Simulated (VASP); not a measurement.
# BeS (I-4m2) in VASP: single point with r2SCAN

Aim: the single point of BeS with r2SCAN.

All numbers are computed with VASP 6.6.1; they aren't measurements. Logs are shortened: lines on timing, memory, paths and dates and some standing lists are left out, and cuts for length are marked.

**1. The cell of the first run**

Symmetry: I-4m2, No. 119, tetragonal system. The conventional cell has a = 3.532 Å, b = 3.532 Å, c = 4.705 Å, α = 90.00°, β = 90.00°, γ = 90.00°. Be (site symmetry -4m2) has 4 S at 2.12 Å within 2.8 Å. S (site symmetry -4m2) has 4 Be at 2.12 Å within 2.8 Å.

**2. Single point, r2SCAN (strain +0.030 along x and y, -0.030 along z)**

The input, POSCAR:

```
BeS
1.0
    0.0000000000      2.4977500000      2.3522500000
    2.4977500000      0.0000000000      2.3522500000
    2.4977500000      2.4977500000      0.0000000000
Be S
1 1
Direct
    0.0000000000      0.0000000000      0.0000000000
    0.7500000000      0.7500000000      0.7500000000
```

The input, INCAR.step1:

```
SYSTEM = BeS
PREC = Accurate
ENCUT = 520
ISMEAR = 0
SIGMA = 0.05
LREAL = .FALSE.
LASPH = .TRUE.
NELM = 80
NBANDS = 11
GGA = PE
ALGO = Normal
EDIFF = 1E-4
LWAVE = .TRUE.
LCHARG = .FALSE.
```

The input, INCAR.step2:

```
SYSTEM = BeS
PREC = Accurate
ENCUT = 520
EDIFF = 1E-7
ISMEAR = 0
SIGMA = 0.05
LREAL = .FALSE.
LASPH = .TRUE.
NELM = 80
ALGO = Normal
ISIF = 2
LWAVE = .FALSE.
LCHARG = .TRUE.
METAGGA = R2SCAN
LMIXTAU = .TRUE.
LELF = .TRUE.
LVHAR = .TRUE.
NBANDS = 11
ISTART = 1
```

The input, KPOINTS:

```
Automatic mesh
0
G
  8 8 8
  0 0 0
```

Potentials or basis: VASP PAW PBE potentials, release 64 (Be, S).

Started as:

```sh
> cat potpaw_PBE.64/Be/POTCAR potpaw_PBE.64/S/POTCAR > POTCAR
> cp INCAR.step1 INCAR
> mpirun -np 1 vasp_std > vasp.out
> cp INCAR.step2 INCAR
> mpirun -np 1 vasp_std > vasp.out
```

OUTCAR:

```text
SYSTEM = BeS
   PREC = Accurate
   ENCUT = 520
   EDIFF = 1E-7
   ISMEAR = 0
   LREAL = .FALSE.
   LASPH = .TRUE.
   NELM = 80
   ISIF = 2
   METAGGA = R2SCAN
   ISTART = 1

 ion  position               nearest neighbor table
   1  0.000  0.000  0.000-   2 2.12   2 2.12   2 2.12   2 2.12
   2  0.750  0.750  0.750-   1 2.12   1 2.12   1 2.12   1 2.12

  LATTYP: Found a body centered tetragonal cell.
 ALAT       =     3.5323519254
 C/A-ratio  =     1.3318321898

  Lattice vectors:

 A1 = (   0.0000000000,  -2.4977500000,  -2.3522500000)
 A2 = (   0.0000000000,   2.4977500000,  -2.3522500000)
 A3 = (   2.4977500000,   0.0000000000,   2.3522500000)

Analysis of symmetry for initial positions (statically):
=====================================================================
 Subroutine PRICEL returns:
 Original cell was already a primitive cell.

 Routine SETGRP: Setting up the symmetry group for a
 body centered tetragonal supercell.

 Subroutine GETGRP returns: Found  8 space group operations
 (whereof  8 operations were pure point group operations)
 out of a pool of 16 trial point group operations.

The static configuration has the point symmetry D_2d.

Analysis of symmetry for dynamics (positions and initial velocities):
=====================================================================
 Subroutine PRICEL returns:
 Original cell was already a primitive cell.

 Routine SETGRP: Setting up the symmetry group for a
 body centered tetragonal supercell.

 Subroutine GETGRP returns: Found  8 space group operations
 (whereof  8 operations were pure point group operations)
 out of a pool of 16 trial point group operations.

The dynamic configuration has the point symmetry D_2d.

 Subroutine INISYM returns: Found  8 space group operations
 (whereof  8 operations are pure point group operations),
 and found     1 'primitive' translations

----------------------------------------------------------------------------------------

                                     Primitive cell

  volume of cell :      29.3502

  direct lattice vectors                    reciprocal lattice vectors
     0.000000000  2.497750000  2.352250000    -0.200180162  0.200180162  0.212562440
     2.497750000  0.000000000  2.352250000     0.200180162 -0.200180162  0.212562440
     2.497750000  2.497750000  0.000000000     0.200180162  0.200180162 -0.212562440

  length of vectors
     3.431010802  3.431010802  3.532351925     0.354015516  0.354015516  0.354015516

  position of ions in fractional coordinates (direct lattice)
     0.000000000  0.000000000  0.000000000
     0.750000000  0.750000000  0.750000000

  ion indices of the primitive-cell ions
   primitive index   ion index
                 1           1
                 2           2

----------------------------------------------------------------------------------------

 KPOINTS: Automatic mesh

Automatic generation of k-mesh.
 Grid dimensions read from file:
 generate k-points for:    8    8    8

 Generating k-lattice:

  Cartesian coordinates                     Fractional coordinates (reciprocal lattice)
    -0.025022520  0.025022520  0.026570305     0.125000000  0.000000000  0.000000000
     0.025022520 -0.025022520  0.026570305     0.000000000  0.125000000  0.000000000
     0.025022520  0.025022520 -0.026570305     0.000000000  0.000000000  0.125000000

  Length of vectors
     0.044251940  0.044251940  0.044251940

  Shift w.r.t. Gamma in fractional coordinates (k-lattice)
     0.000000000  0.000000000  0.000000000

 Subroutine IBZKPT returns following result:
 ===========================================

 Found     59 irreducible k-points:

 Following reciprocal coordinates:
            Coordinates               Weight
  0.000000  0.000000  0.000000      1.000000
  0.125000  0.000000  0.000000      8.000000
  0.250000  0.000000  0.000000      8.000000
  0.375000  0.000000  0.000000      8.000000
  0.500000  0.000000  0.000000      4.000000
  0.125000  0.125000  0.000000      2.000000
[... 16 lines left out ...]
  0.250000  0.000000  0.125000     16.000000
  0.375000  0.000000  0.125000     16.000000
 [... further k-points ...]
   k-points           NKPTS =     59   k-points in BZ     NKDIM =     59   number of bands    NBANDS=     11
   number of dos      NEDOS =    301   number of ions     NIONS =      2
   total plane-waves  NPLWV =  21952
   dimension x,y,z NGX =    28 NGY =   28 NGZ =   28
   dimension x,y,z NGXF=    56 NGYF=   56 NGZF=   56
   ions per type =               1   1
   NGX,Y,Z   is equivalent  to a cutoff of  13.57, 13.57, 13.18 a.u.
   NGXF,Y,Z  is equivalent  to a cutoff of  27.13, 27.13, 26.36 a.u.
 SYSTEM =  BeS
   PREC   = accura    normal or accurate (medium, high low for compatibility)
   ISTART =      1    job   : 0-new  1-cont  2-samecut
   ICHARG =      0    charge: 1-file 2-atom 10-const
   ISPIN  =      1    spin polarized calculation?
   LNONCOLLINEAR =      F non collinear calculations
   LSORBIT =      F    spin-orbit coupling
   LASPH  =      T    aspherical Exc in radial PAW
   ENCUT  =  520.0 eV  38.22 Ry    6.18 a.u.   6.38  6.38  6.57*2*pi/ulx,y,z
   NELM   =     80;   NELMIN=  2; NELMDL=  0     # of ELM steps
   EDIFF  = 0.1E-06   stopping-criterion for ELM
   LREAL  =      F    real-space projection
   EDIFFG = 0.1E-05   stopping-criterion for IOM
   NSW    =      0    number of steps for IOM
   IBRION =     -1    ionic relax: 0-MD 1-quasi-New 2-CG
   NFREE  =      0    steps in history (QN), initial steepest desc. (CG)
   ISIF   =      2    stress and relaxation
   ISYM   =      2    0-nonsym 1-usesym 2-fastsym
   POTIM  = 0.5000    time-step for ionic-motion
   TEBEG  =    0.0;   TEEND  =   0.0 temperature during run
   PSTRESS=    0.0 pullay stress
   NELECT =       8.0000    total number of electrons
   NUPDOWN=      -1.0000    fix difference up-down
   EMIN   =  10.00;   EMAX   =-10.00  energy-range for DOS
   EFERMI =   0.00;   METHOD = LEGACY
   ISMEAR =     0;   SIGMA  =   0.05  broadening in eV -4-tet -1-fermi 0-gaus
   EFERMI_NEDOS =   21; number of points for ismear=-14 and -15
   IALGO  =     38    algorithm
   IMIX   =      4    mixing-type and parameters
     AMIX     =   0.40;   BMIX     =  1.00
     AMIX_MAG =   1.60;   BMIX_MAG =  1.00
  volume/ion in A,a.u.               =      14.68        99.03
  Fermi-wavevector in a.u.,A,eV,Ry     =   1.061454  2.005856 15.329464  1.126684
  Thomas-Fermi vector in A             =   2.196870
   LORBIT       =      0    0 simple, 1 ext, 2 COOP (PROOUT), +10 PAW based schemes
   METAGGA = R2SCAN    functional components
   LHFCALC =     F    Hartree Fock is set to
   AEXX    =    0.0000 exact exchange contribution
   IVDW    =     0    specifies the selected vdW correction
   LEPSILON=     F    determine dielectric tensor
   LRPA    =     F    only Hartree local field effects (RPA)
 non-spin polarized calculation
 Gauss-broadening in eV      SIGMA  =   0.05
  energy-cutoff  :      520.00
  volume of cell :       29.35
 maximum number of plane-waves:       821
 NGX is ok and might be reduce to    28
   NGX = 13   NGY = 13   NGZ = 13

 number of electron       7.9999999 magnetization

 Free energy of the ion-electron system (eV)
  ---------------------------------------------------
  ext. energy  EPLUGINS =         0.00000000
  ---------------------------------------------------
  free energy    TOTEN  =       -14.76479821 eV

  energy without entropy =      -14.76479821  energy(sigma->0) =      -14.76479821

 E-fermi :   4.0693     XC(G=0): -10.0614

 val. band max:        3.8713571289   @ k =   0.0000   0.0000   0.0000
 cond. band min:       7.0297345534   @ k =   0.5000   0.5000   0.0000
 fundamental gap:      3.1583774246
 Fermi energy:         4.0693224188

 k-point     1 :       0.0000    0.0000    0.0000
  band No.  band energies     occupation
      1     -10.4203      2.00000
      2       3.5816      2.00000
      3       3.5816      2.00000
      4       3.8714      2.00000
      5       9.9344      0.00000
      6       9.9984      0.00000
      7       9.9984      0.00000
      8      10.0934      0.00000
      9      16.3914      0.00000
     10      17.5846      0.00000
     11      19.3618      0.00000

 k-point     2 :       0.1250    0.0000    0.0000
  band No.  band energies     occupation
      1     -10.2415      2.00000
      2       2.4943      2.00000
      3       3.3578      2.00000
      4       3.6238      2.00000
      5       9.8349      0.00000
      6      10.3382      0.00000
      7      10.3478      0.00000
      8      11.3873      0.00000
      9      15.8816      0.00000
     10      16.7837      0.00000
     11      19.2874      0.00000

 k-point     3 :       0.2500    0.0000    0.0000
  band No.  band energies     occupation
      1      -9.7513      2.00000
      2       0.4000      2.00000
      3       2.9054      2.00000
      4       3.2905      2.00000
      5       9.7027      0.00000
      6      10.7550      0.00000
      7      11.0228      0.00000
      8      13.5599      0.00000
      9      16.0010      0.00000
     10      16.3060      0.00000
     11      18.8794      0.00000

 k-point     4 :       0.3750    0.0000    0.0000
  band No.  band energies     occupation
      1      -9.1348      2.00000
      2      -1.3668      2.00000
      3       2.5349      2.00000
      4       3.0237      2.00000
      5       9.5597      0.00000
      6      10.6734      0.00000
      7      11.2975      0.00000
      8      15.1710      0.00000
      9      17.3314      0.00000
     10      17.7351      0.00000
     11      19.0350      0.00000

 k-point     5 :       0.5000    0.0000    0.0000
  band No.  band energies     occupation
      1      -8.8177      2.00000
      2      -2.0881      2.00000
      3       2.3983      2.00000
      4       2.9261      2.00000
      5       9.4951      0.00000
      6      10.5577      0.00000
      7      11.3016      0.00000
      8      15.6293      0.00000
      9      18.7332      0.00000
     10      19.6175      0.00000
     11      19.8163      0.00000
[... 211 lines left out ...]
 k-point    21 :       0.5000    0.5000    0.0000
  band No.  band energies     occupation
      1      -8.0949      2.00000
      2      -1.0770      2.00000
      3       0.7541      2.00000
      4       0.7541      2.00000
      5       7.0297      0.00000
      6       8.7011      0.00000
      7      17.2944      0.00000
      8      17.2944      0.00000
      9      20.5309      0.00000
     10      20.5645      0.00000
     11      21.3490      0.00000

 k-point    22 :       0.1250    0.0000    0.1250
  band No.  band energies     occupation
      1     -10.1924      2.00000
      2       2.6328      2.00000
      3       3.0807      2.00000
      4       3.2991      2.00000
      5       9.5547      0.00000
      6      10.6863      0.00000
      7      11.1141      0.00000
      8      11.1691      0.00000
      9      14.8050      0.00000
     10      17.5533      0.00000
     11      19.8618      0.00000

 k-point    23 :       0.2500    0.0000    0.1250
  band No.  band energies     occupation
      1      -9.8137      2.00000
      2       1.0601      2.00000
      3       2.6709      2.00000
      4       2.8909      2.00000
      5       9.6702      0.00000
      6      10.9848      0.00000
      7      11.7736      0.00000
      8      12.2322      0.00000
      9      15.0428      0.00000
     10      17.5179      0.00000
     11      20.0570      0.00000

 k-point    24 :       0.3750    0.0000    0.1250
  band No.  band energies     occupation
      1      -9.2292      2.00000
      2      -0.7318      2.00000
      3       2.2028      2.00000
      4       2.5643      2.00000
      5       9.8833      0.00000
      6      10.9062      0.00000
      7      12.0908      0.00000
      8      13.3171      0.00000
      9      17.0746      0.00000
     10      18.2754      0.00000
     11      19.5848      0.00000

 [... further k-points ...]
[... 5 lines left out ...]
  --------------------------------------------------------------------------------------
  -------------------------------------------------------------------------------------
  Total       -0.5814080     -0.5814080      0.3874227      0.0000000      0.0000000     -0.0000000
  in kB      -31.7380472    -31.7380472     21.1487296      0.0000000      0.0000000     -0.0000000
  external PRESSURE =     -14.1091216 kB  Pullay stress =       0.0000000 kB

 VOLUME and BASIS-vectors are now :
 -----------------------------------------------------------------------------
  energy-cutoff  :      520.00
  volume of cell :       29.35
      direct lattice vectors                 reciprocal lattice vectors
     0.000000000  2.497750000  2.352250000    -0.200180162  0.200180162  0.212562440
     2.497750000  0.000000000  2.352250000     0.200180162 -0.200180162  0.212562440
     2.497750000  2.497750000  0.000000000     0.200180162  0.200180162 -0.212562440

 POSITION                                       TOTAL-FORCE (eV/Angst)
 -----------------------------------------------------------------------------------
      0.00000      0.00000      0.00000         0.000000     -0.000000      0.000000
      3.74662      3.74662      3.52838        -0.000000      0.000000     -0.000000
 -----------------------------------------------------------------------------------
    total drift:                               -0.000000     -0.000000     -0.000000

  FREE ENERGIE OF THE ION-ELECTRON SYSTEM (eV)
  ---------------------------------------------------
  free  energy   TOTEN  =       -14.7647982094 eV

  energy  without entropy=      -14.7647982094  energy(sigma->0) =      -14.76479821
```

It took 3.3 min on 1 thread of AMD EPYC, shared host; peak memory 0.13 GiB.

Results:

- Free energy: -14.7648 eV
- Pressure: -1.4 GPa
- Band gap on the k mesh: 3.16 eV, indirect (least direct gap 6.06 eV)

Stress tensor (GPa, compression positive):
```
-3.17  0.00  0.00
 0.00 -3.17  0.00
 0.00  0.00  2.11
```

Caveat: the cell differs from its parent crystal (strain +0.030 along x and y, -0.030 along z); the PAW data sets were made with another functional, which shifts forces and pressure a little. A k mesh can miss the band edges.
